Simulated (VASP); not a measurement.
Write the native input for VASP 6.6.1 that does the following.

| Quantity | Value |
| --- | --- |
| Task | single point |
| Functional | PBE |
| Potentials or basis | VASP PAW PBE potentials, release 64 (Zr_sv) |
| Cutoff | 520 eV |
| k mesh | 13 × 13 × 13 |
| Occupations | fermi-dirac, width 0.08 eV |
| Spin | no spin polarisation |
| Dipole correction | no |
| Further INCAR settings | ALGO = Normal; EDIFF = 1e-06; NBANDS = 19 |

The structure of Zr lies in POSCAR:

```
Zr
1.0
    0.0000000000      2.4904173303      2.4904173303
    2.4904173303      0.0000000000      2.4904173303
    2.4904173303      2.4904173303      0.0000000000
Zr
2
Direct
   -0.1250000000     -0.1250000000     -0.1250000000
    0.1250000000      0.1250000000      0.1250000000
```

This isn't the form of Zr at room conditions, which is hcp.

The input as run:

INCAR

```
SYSTEM = Zr
  PREC = Accurate
  ENCUT = 520
  EDIFF = 1E-6
  ISMEAR = -1
  SIGMA = 0.08
  LREAL = .False.
  LASPH = .True.
  NELM = 80
  ALGO = Normal
  ISIF = 2
  LWAVE = .False.
  LCHARG = .False.
  GGA = PE
  NBANDS = 19
```

KPOINTS

```
Automatic mesh
0
Gamma
  13 13 13
  0 0 0
```

Potentials or basis: VASP PAW PBE potentials, release 64 (Zr_sv).

Launch:

```bash
$ cat potpaw_PBE.64/Zr_sv/POTCAR > POTCAR
$ mpirun -np 1 vasp_std > vasp.out
```

Results of the run:

```yaml
Pressure: 112.7 GPa
Band_gap_on_the_k_mesh: zero (bands 12 and 13 overlap by 2.66 eV)
```

Caveat: the cell stands under pressure.

Run time: 100 s on 1 thread of AMD EPYC 7R13, with other jobs on the host, peak memory 0.15 GiB.
